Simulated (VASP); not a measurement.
Input of a VASP 6.6.1 run:

The input INCAR:

```
SYSTEM = HgF3
  PREC = Accurate
  ENCUT = 520
  EDIFF = 1E-7
  ISMEAR = -1
  SIGMA = 0.05
  LREAL = .False.
  LASPH = .True.
  NELM = 80
  ALGO = Normal
  ISIF = 2
  LWAVE = .False.
  LCHARG = .True.
  GGA = PE
  LELF = .True.
  LVHAR = .True.
  NBANDS = 24
```

KPOINTS

```
regular mesh
0
Gamma
  8 8 8
  0 0 0
```

POSCAR

```
HgF3
1.0
    0.0000000000      2.8439545082      2.8439545082
    2.8439545082      0.0000000000      2.8439545082
    2.8439545082      2.8439545082      0.0000000000
Hg F
1 3
Direct
    0.0000000000      0.0000000000      0.0000000000
    0.5000000000      0.5000000000      0.5000000000
    0.7500000000      0.7500000000      0.7500000000
    0.2500000000      0.2500000000      0.2500000000
```

Potentials or basis: VASP PAW PBE potentials, release 64 (Hg, F).

Run with:

```console
$ cat potpaw_PBE.64/Hg/POTCAR potpaw_PBE.64/F/POTCAR > POTCAR
$ mpirun -np 1 vasp_std > vasp.out
```

Q: Estimate the pressure.

A: 3.6 GPa.

Caveat: an odd number of electrons without spin polarisation forces a metal; a magnetic or distorted state may lie lower.
